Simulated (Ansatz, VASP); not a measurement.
Two plane-wave programs on Os

The input INCAR:

```
PREC = Accurate ; ENCUT = 520
EDIFF = 1E-7 ; ISMEAR = 0
SIGMA = 0.15 ; LREAL = False
LASPH = True ; NELM = 60
ALGO = Fast ; ISIF = 2
LWAVE = False ; LCHARG = False
GGA = PS ; NBANDS = 15
```

The input KPOINTS:

```
Automatic mesh
0
Gamma
  24 24 12
```

The input POSCAR:

```
Os
1.0
    2.9452199166      0.0000000000      0.0000000000
   -1.4726099583      2.5506352675      0.0000000000
    0.0000000000      0.0000000000      3.7226046122
Os
2
Direct
    0.3333333333      0.6666666667      0.2500000000
    0.6666666667      0.3333333333      0.7500000000
```

Input for Ansatz:

```yaml
crystal:
  lattice:
    - [2.9452199166, 0.0, 0.0]
    - [-1.4726099583, 2.5506352675, 0.0]
    - [0.0, 0.0, 3.7226046122]
  atoms:
    - { symbol: Os, position: [0.3333333333, 0.6666666667, 0.25] }
    - { symbol: Os, position: [0.6666666667, 0.3333333333, 0.75] }
basis:
  ecutwfc: 420
kpoints:
  mp_grid: { grid: [24, 24, 12] }
hamiltonian:
  xc: pbesol
scf:
  occupations: { method: gaussian, width: 0.15 }
output:
  forces: true
  stress: true
  eigenvalues: true
```

Alike in both runs: task single point; functional PBEsol; k mesh 24 × 24 × 12; occupations gaussian, width 0.15 eV; no spin polarisation.

|  | VASP | Ansatz |
| --- | --- | --- |
| version | VASP 6.6.1 | Ansatz 0.2.0 |
| potentials or method | VASP PAW PBE potentials, release 64 (Os), cutoff 520 eV | scalar-relativistic, plane waves, PAW |
| valence electrons in the cell | 16 | 32 |

|  | VASP | Ansatz | Ansatz less VASP |
| --- | --- | --- | --- |
| gap on the k mesh at the Fermi level (eV) | none | none | - |
| pressure (GPa) | 22.7 | 21.8 | -0.91 |
| traceless stress, the component that is largest in VASP (GPa) | 63.90 | 64.09 | +0.190 |

VASP's potentials were made for PBE, not for PBEsol. A gap of «none» marks a metal or a gap that the smearing closes. VASP's potentials hold 16 valence electrons a cell and Ansatz's 32, so a difference there can come from the potentials and not from the codes.

Neither program's run includes spin-orbit coupling.
